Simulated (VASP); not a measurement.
A run of VASP 6.6.1:

File INCAR:

```
SYSTEM = Ge
ALGO = Normal ; EDIFF = 1E-6
ENCUT = 520 ; ISIF = 2
ISMEAR = -1 ; LASPH = .TRUE.
LCHARG = .FALSE. ; LREAL = .FALSE.
LWAVE = .FALSE. ; NBANDS = 21
NELM = 60 ; PREC = Accurate
SIGMA = 0.1
```

File KPOINTS:

```
k-points
0
G
  19 19 11
  0 0 0
```

The input POSCAR:

```
Ge
1.0
    2.2035492357      0.0000000000      0.0000000000
   -1.1017746178      1.9083296166      0.0000000000
    0.0000000000      0.0000000000      3.6156103567
Ge
2
Direct
    0.3333333333      0.6666666667      0.2500000000
    0.6666666667      0.3333333333      0.7500000000
```

Potentials or basis: VASP PAW LDA potentials, release 64 (Ge_d).

Run with:

```console
$ cat potpaw_LDA.64/Ge_d/POTCAR > POTCAR
$ mpirun -np 1 vasp_std > vasp.out
```

Hardware: 1 thread of Intel(R) Xeon(R) Platinum 8488C (Sapphire Rapids), on a shared host.

Problem. How long does it take, and how much memory?

Solution. Run time: 42 s on 1 thread of Intel(R) Xeon(R) Platinum 8488C (Sapphire Rapids), with other jobs on the host, peak memory 0.16 GiB. Counts: scf iterations 10, k points 240.
